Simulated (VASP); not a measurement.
# Au (Fd-3m) in VASP: notebook, part 2 of 2

VASP 6.6.1. Earlier steps stand in the parts before.

### 3 Single point, PBE

This run uses another cell than the first one, of 27.04 Å³/atom, 1.055 times its volume.

File INCAR:

```
SYSTEM = Au
ALGO = Normal
EDIFF = 1E-6
ENCUT = 520
GGA = PE
ISIF = 2
ISMEAR = 0
LASPH = .True.
LCHARG = .True.
LELF = .True.
LREAL = .False.
LVHAR = .True.
LWAVE = .False.
NBANDS = 18
NELM = 80
PREC = Accurate
SIGMA = 0.1
```

File KPOINTS:

```
k-points
0
Gamma
  8 8 8
  0 0 0
```

File POSCAR:

```
Au
1.0
    0.0000000000      3.0016317130      3.0016317130
    3.0016317130      0.0000000000      3.0016317130
    3.0016317130      3.0016317130      0.0000000000
Au
2
Direct
    0.0000000000      0.0000000000      0.0000000000
    0.2500000000      0.2500000000      0.2500000000
```

Potentials or basis: VASP PAW PBE potentials, release 64 (Au).

On the command line:

```sh
$ cat potpaw_PBE.64/Au/POTCAR > POTCAR
$ mpirun -np 1 vasp_std > vasp.out
```

OUTCAR:

```text
SYSTEM = Au
   EDIFF = 1E-6
   ENCUT = 520
   GGA = PE
   ISIF = 2
   ISMEAR = 0
   LASPH = .True.
   LREAL = .False.
   NELM = 80
   PREC = Accurate

 ion  position               nearest neighbor table
   1  0.000  0.000  0.000-   2 2.60   2 2.60   2 2.60   2 2.60
   2  0.250  0.250  0.250-   1 2.60   1 2.60   1 2.60   1 2.60

  LATTYP: Found a face centered cubic cell.
 ALAT       =     6.0032634260

  Lattice vectors:

 A1 = (   0.0000000000,   3.0016317130,   3.0016317130)
 A2 = (   3.0016317130,   0.0000000000,   3.0016317130)
 A3 = (   3.0016317130,   3.0016317130,   0.0000000000)

Analysis of symmetry for initial positions (statically):
=====================================================================
 Subroutine PRICEL returns:
 Original cell was already a primitive cell.

 Routine SETGRP: Setting up the symmetry group for a
 face centered cubic supercell.

 Subroutine GETGRP returns: Found 48 space group operations
 (whereof 24 operations were pure point group operations)
 out of a pool of 48 trial point group operations.

The static configuration has the point symmetry T_d .
 The point group associated with its full space group is O_h .

Analysis of symmetry for dynamics (positions and initial velocities):
=====================================================================
 Subroutine PRICEL returns:
 Original cell was already a primitive cell.

 Routine SETGRP: Setting up the symmetry group for a
 face centered cubic supercell.

 Subroutine GETGRP returns: Found 48 space group operations
 (whereof 24 operations were pure point group operations)
 out of a pool of 48 trial point group operations.

The dynamic configuration has the point symmetry T_d .
 The point group associated with its full space group is O_h .

 Subroutine INISYM returns: Found 48 space group operations
 (whereof 24 operations are pure point group operations),
 and found     1 'primitive' translations
[... 104 lines left out ...]
   TEBEG  =    0.0;   TEEND  =   0.0 temperature during run
   PSTRESS=    0.0 pullay stress
   NELECT =      22.0000    total number of electrons
   NUPDOWN=      -1.0000    fix difference up-down
   EMIN   =  10.00;   EMAX   =-10.00  energy-range for DOS
   EFERMI =   0.00;   METHOD = LEGACY
   ISMEAR =     0;   SIGMA  =   0.10  broadening in eV -4-tet -1-fermi 0-gaus
   EFERMI_NEDOS =   21; number of points for ismear=-14 and -15
   IALGO  =     38    algorithm
   IMIX   =      4    mixing-type and parameters
     AMIX     =   0.40;   BMIX     =  1.00
     AMIX_MAG =   1.60;   BMIX_MAG =  1.00
  volume/ion in A,a.u.               =      27.04       182.50
  Fermi-wavevector in a.u.,A,eV,Ry     =   1.212965  2.292172 20.018040  1.471284
  Thomas-Fermi vector in A             =   2.348432
   LORBIT       =      0    0 simple, 1 ext, 2 COOP (PROOUT), +10 PAW based schemes
   GGA     = PE    functional components
   LHFCALC =     F    Hartree Fock is set to
   AEXX    =    0.0000 exact exchange contribution
   IVDW    =     0    specifies the selected vdW correction
   LEPSILON=     F    determine dielectric tensor
   LRPA    =     F    only Hartree local field effects (RPA)
 non-spin polarized calculation
 Gauss-broadening in eV      SIGMA  =   0.10
  energy-cutoff  :      520.00
  volume of cell :       54.09
 maximum number of plane-waves:      1475
   NGX = 15   NGY = 15   NGZ = 15

 number of electron      22.0000002 magnetization

 Free energy of the ion-electron system (eV)
  ---------------------------------------------------
  ext. energy  EPLUGINS =         0.00000000
  ---------------------------------------------------
  free energy    TOTEN  =        -4.95644790 eV

  energy without entropy =       -4.95405027  energy(sigma->0) =       -4.95524908

 E-fermi :   3.5011     XC(G=0):  -9.7128

 val. band max:        3.3565357062   @ k =  -0.3750   0.2500   0.1250
 cond. band min:       3.5326664176   @ k =  -0.3750   0.3750   0.0000
 fundamental gap:      0.1761307115
 Fermi energy:         3.5011331924

 k-point     1 :       0.0000    0.0000    0.0000
  band No.  band energies     occupation
      1      -2.8524      2.00000
      2      -0.8745      2.00000
      3      -0.8745      2.00000
      4      -0.8551      2.00000
      5      -0.8551      2.00000
      6      -0.8551      2.00000
[... 481 lines left out ...]
      5      -0.3278      2.00000
      6      -0.1589      2.00000
[... 10 lines left out ...]
     17      17.6113      0.00000
     18      17.6527      0.00000

 [... further k-points ...]
[... 5 lines left out ...]
  --------------------------------------------------------------------------------------
  -------------------------------------------------------------------------------------
  Total        1.6366111      1.6366111      1.6366111     -0.0000000     -0.0000000      0.0000000
  in kB       48.4790226     48.4790226     48.4790226     -0.0000000     -0.0000000      0.0000000
  external PRESSURE =      48.4790226 kB  Pullay stress =       0.0000000 kB

 VOLUME and BASIS-vectors are now :
 -----------------------------------------------------------------------------
  energy-cutoff  :      520.00
  volume of cell :       54.09
      direct lattice vectors                 reciprocal lattice vectors
     0.000000000  3.001631713  3.001631713    -0.166576065  0.166576065  0.166576065
     3.001631713  0.000000000  3.001631713     0.166576065 -0.166576065  0.166576065
     3.001631713  3.001631713  0.000000000     0.166576065  0.166576065 -0.166576065

 POSITION                                       TOTAL-FORCE (eV/Angst)
 -----------------------------------------------------------------------------------
      0.00000      0.00000      0.00000         0.000000      0.000000      0.000000
      1.50082      1.50082      1.50082        -0.000000      0.000000     -0.000000
 -----------------------------------------------------------------------------------
    total drift:                               -0.000000      0.000000      0.000000

  FREE ENERGIE OF THE ION-ELECTRON SYSTEM (eV)
  ---------------------------------------------------
  free  energy   TOTEN  =        -4.9564478951 eV

  energy  without entropy=       -4.9540502668  energy(sigma->0) =       -4.95524908
```

stdout:

```text
POSCAR found type information on POSCAR Au
 POSCAR found :  1 types and       2 ions
 scaLAPACK will be used
 LDA part: xc-table for (Slater+PW92), standard interpolation
 POSCAR, INCAR and KPOINTS ok, starting setup
 FFT: planning ... GRIDC
 FFT: planning ... GRID_SOFT
 FFT: planning ... GRID
 WAVECAR not read
 entering main loop
```

Run time: 12 s. Hardware: 1 thread of AMD EPYC 9R45 (Zen 5), shared host; peak memory 0.15 GiB.

Results:

- Free energy: -4.9564 eV
- Pressure: 4.8 GPa
- Band gap on the k mesh: zero (band 11 reaches 3.83 eV, above the bottom of band 12 at 3.19 eV)

Caveat: spin-orbit coupling is left out, which moves the levels of the heavy elements.

### 4 Single point, PBE

This run uses another cell than the first one, of 29.16 Å³/atom, 1.138 times its volume.

File INCAR:

```
SYSTEM = Au
ALGO = Normal
EDIFF = 1E-6
ENCUT = 520
GGA = PE
ISIF = 2
ISMEAR = 0
LASPH = .TRUE.
LCHARG = .FALSE.
LREAL = .FALSE.
LWAVE = .FALSE.
NBANDS = 18
NELM = 60
PREC = Accurate
SIGMA = 0.1
```

File KPOINTS:

```
k-points
0
G
  8 8 8
  0 0 0
```

File POSCAR:

```
Au
1.0
    0.0000000000      3.0781172266      3.0781172266
    3.0781172266      0.0000000000      3.0781172266
    3.0781172266      3.0781172266      0.0000000000
Au
2
Direct
    0.0000000000      0.0000000000      0.0000000000
    0.2500000000      0.2500000000      0.2500000000
```

On the command line:

```sh
$ cat potpaw_PBE.64/Au/POTCAR > POTCAR
$ mpirun -np 1 vasp_std > vasp.out
```

Run time: 12 s. Hardware: 1 thread of AMD EPYC 9R45 (Zen 5), shared host; peak memory 0.15 GiB.

It converged, with:

```
Free energy            : -5.0165 eV
Pressure               : 0.0 GPa
Band gap on the k mesh : zero (band 11 reaches 3.05 eV, above the bottom of band 12 at 2.41 eV)
```

Levels at points of the mesh, in eV from the Fermi level:
```csv
k point,band 7,band 8,band 9,band 10,band 11,band 12,band 13,band 14,band 15,band 16
"(0.00, 0.00, 0.00)",-2.27,-2.27,-2.27,-1.30,-1.30,8.44,9.45,9.45,9.45,9.80
"(0.50, 0.00, 0.00)",-2.04,-2.04,-1.43,-1.43,-0.78,-0.41,6.69,6.69,8.61,9.78
"(0.50, 0.50, 0.00)",-2.73,-2.73,-1.26,-1.26,0.23,0.23,3.74,3.74,7.94,7.94
```

Caveat: spin-orbit coupling is left out, which moves the levels of the heavy elements.

### 5 Overview

```csv
cell,gap on the mesh (eV),pressure (GPa)
"a = 4.170 Å, angles 60.0°, 2 atoms",none,9.8
"a = 4.245 Å, angles 60.0°, 2 atoms",none,4.8
"a = 4.353 Å, angles 60.0°, 2 atoms",none,0.0
```

Alike in all rows: task single point; level PBE; potentials or basis VASP PAW PBE potentials, release 64 (Au); no spin polarisation; k mesh 8 × 8 × 8; cutoff (eV) 520; smearing gaussian 0.1 eV.

Caveats: spin-orbit coupling is left out, which moves the levels of the heavy elements.

Total energies depend on the potentials used, so only differences within one code and one set of settings carry meaning.
